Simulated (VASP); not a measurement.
Runs of VASP 6.6.1 on SrO. The structure is that of space group Fm-3m (No. 225), or close to it. The cells are those of the table. 

```tsv
cell	gap on the mesh (eV)	pressure (GPa)
a = 3.580 Å, angles 60.0°, 2 atoms	3.23	8.5
a = 3.743 Å, angles 60.0°, 2 atoms	3.30	-3.8
a = 3.636, b = 3.636, c = 3.525 Å, angles 61.0, 61.0, 58.0°, 2 atoms	3.11	7.7
a = 3.689 Å, angles 60.0°, 2 atoms	3.29	-0.6
a = 3.662, b = 3.662, c = 3.634 Å, angles 60.2, 60.2, 59.5°, 2 atoms	3.24	2.1
a = 3.553, b = 3.553, c = 3.580 Å, angles 59.7, 59.7, 60.5°, 2 atoms	3.13	10.5
a = 3.553, b = 3.553, c = 3.525 Å, angles 60.3, 60.3, 59.5°, 2 atoms	3.16	(b)
a = 3.689, b = 3.689, c = 3.743 Å, angles 59.5, 59.5, 61.0°, 2 atoms	3.16	-1.5
a = 3.716, b = 3.716, c = 3.689 Å, angles 60.2, 60.2, 59.5°, 2 atoms	3.26	-1.7
a = 3.580, b = 3.580, c = 3.525 Å, angles 60.5, 60.5, 59.0°, 2 atoms	3.14	10.7
a = 3.662, b = 3.662, c = 3.689 Å, angles 59.8, 59.8, 60.5°, 2 atoms	3.21	(a)
a = 3.716, b = 3.716, c = 3.743 Å, angles 59.8, 59.8, 60.5°, 2 atoms	3.23	-2.8
```

Alike in all rows: task single point; level PBE; potentials or basis VASP PAW PBE potentials, release 64 (Sr_sv, O); no spin polarisation; k mesh 8 × 8 × 8; cutoff (eV) 520; smearing gaussian 0.05 eV.

Task: Fill in the values left out.

Result: (a) 0.8; (b) 12.6.

A k mesh can miss the band edges, and the runs leave out spin-orbit coupling on Sr.
